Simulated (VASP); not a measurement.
Wanted: the native input for a VASP 6.6.1 run.

```
Task                   : relaxation of cell and atoms
Functional             : PBE
Potentials or basis    : VASP PAW PBE potentials, release 64 (Na_pv, B, I)
Cutoff                 : 600 eV
k mesh                 : 8 × 8 × 6
Occupations            : gaussian, width 0.1 eV
Spin                   : no spin polarisation
Dipole correction      : no
Further INCAR settings : ALGO = Normal; EDIFF = 1e-06; IBRION = 2; EDIFFG = -0.01; NSW = 100; ISIF = 3
```

The structure of NaBI4 lies in POSCAR:

```
NaBI4
1.0
    5.0946511800      0.0000000000      0.0000000000
    0.0000000000      5.0946511800      0.0000000000
    0.0000000000      0.0000000000      7.3210163500
Na B I
1 1 4
Direct
    0.5000000000      0.5000000000      0.5000000000
    0.0000000000      0.0000000000      0.0000000000
    0.5000000000      0.0000000000      0.7631459800
    0.0000000000      0.5000000000      0.2368540200
    0.5000000000      0.0000000000      0.2368540200
    0.0000000000      0.5000000000      0.7631459800
```

These files were run (other wordings do the same):

INCAR

```
SYSTEM = NaBI4
PREC = Accurate
ENCUT = 600
EDIFF = 1E-6
ISMEAR = 0
SIGMA = 0.1
LREAL = .FALSE.
LASPH = .TRUE.
NELM = 100
ALGO = Normal
ISIF = 3
LWAVE = .FALSE.
LCHARG = .FALSE.
GGA = PE
IBRION = 2
NSW = 100
EDIFFG = -0.01
```

KPOINTS

```
Automatic mesh
0
G
  8 8 6
  0 0 0
```

Potentials or basis: VASP PAW PBE potentials, release 64 (Na_pv, B, I).

The run is started by

```bash
$ cat potpaw_PBE.64/Na_pv/POTCAR potpaw_PBE.64/B/POTCAR potpaw_PBE.64/I/POTCAR > POTCAR
$ mpirun -np 1 vasp_std > vasp.out
```

Results of the run:

```json
{
 "Relaxed volume": "35.03 Å³/atom",
 "Relaxed cell": "a = 5.001 Å, b = 5.001 Å, c = 8.404 Å, α = 90.00°, β = 90.00°, γ = 90.00°",
 "Space group after relaxing (to 0.05 Å)": "P4/mmm (No. 123)",
 "Energy gained by relaxing": "52.7 meV/atom",
 "Ionic steps": "16",
 "Pressure after relaxing": "0.0 GPa",
 "Band gap on the k mesh": "zero (band 19 reaches 3.26 eV, above the bottom of band 20 at 1.82 eV)"
}
```

Caveat: spin-orbit coupling is left out, which moves the levels of the heavy elements.

It took 29 min on 1 thread of Intel(R) Xeon(R) Platinum 8488C (Sapphire Rapids), on a shared host, peak memory 0.54 GiB.
